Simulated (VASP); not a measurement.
Here is a VASP 6.6.1 calculation.

INCAR

```
SYSTEM = HfO2
  ALGO = Normal
  EDIFF = 1E-6
  ENCUT = 520
  GGA = PE
  ISIF = 2
  ISMEAR = -1
  ISYM = 0
  LASPH = .True.
  LCHARG = .False.
  LREAL = Auto
  LWAVE = .False.
  NBANDS = 68
  NELM = 60
  PREC = Accurate
  SIGMA = 0.1034
```

Contents of KPOINTS:

```
k-points
0
Gamma
  1 1 1
  0 0 0
```

Contents of POSCAR:

```
HfO2
1.0
    5.8586830000      0.1288100000     -0.1763910000
    0.1288100000      5.4147420000     -0.0179830000
   -0.1763910000     -0.0179830000      5.7582330000
Hf O
5 10
Direct
    0.8470238278      0.6572283023      0.2508386369
    0.8223709356      0.2017962775      0.8266351386
    0.2926990602      0.3196704832      0.6620562444
    0.3193298280      0.9502490846      0.1274261109
    0.5521556753      0.7626387772      0.6392365201
    0.0596230610      0.4647066436      0.4538523868
    1.1357361643      0.2658358112      0.9536510876
    0.2987013350     -0.0064122259      0.4670616691
    0.7349434647      0.5665591728      0.9179678638
    0.9650298874      0.9368987694      0.0881174550
    0.5452335234      0.0592145304      0.8948971223
    0.5130894930      0.6685471955      0.2742387904
    0.5988345067      0.3936619198      0.5521661315
    0.8364779723      0.9553951461      0.5710366456
    0.2880549039      0.7169117720      0.7992345077
```

Potentials or basis: VASP PAW PBE potentials, release 64 (Hf_pv, O).

Launch:

```console
$ cat potpaw_PBE.64/Hf_pv/POTCAR potpaw_PBE.64/O/POTCAR > POTCAR
$ mpirun -np 1 vasp_gam > vasp.out
```

Question: What does it give for the largest force?

Answer: 3.464 eV/Å.

Question: What does it give for the band gap on the k mesh?

Answer: 3.33 eV.

Forces on the atoms (eV/Å):
```
Hf  -0.459  0.371 -1.260
Hf   1.076  1.624 -1.497
Hf   0.225  0.441 -1.333
Hf  -2.581  0.016 -2.225
Hf   1.164 -0.396 -0.912
O   -0.194 -0.588 -0.108
O    2.171  0.663  0.486
O    0.575  1.987  0.268
O    1.549 -1.094  1.122
O    0.002 -0.749  0.934
O   -2.113 -0.248  1.923
O    0.139  1.927 -0.703
O    0.301 -1.462  1.487
O   -0.552 -0.543 -0.733
O   -1.303 -1.948  2.551
```

Caveat: the k points lie up to 1.16 Å⁻¹ apart; spin-orbit coupling is left out, which moves the levels of the heavy elements.
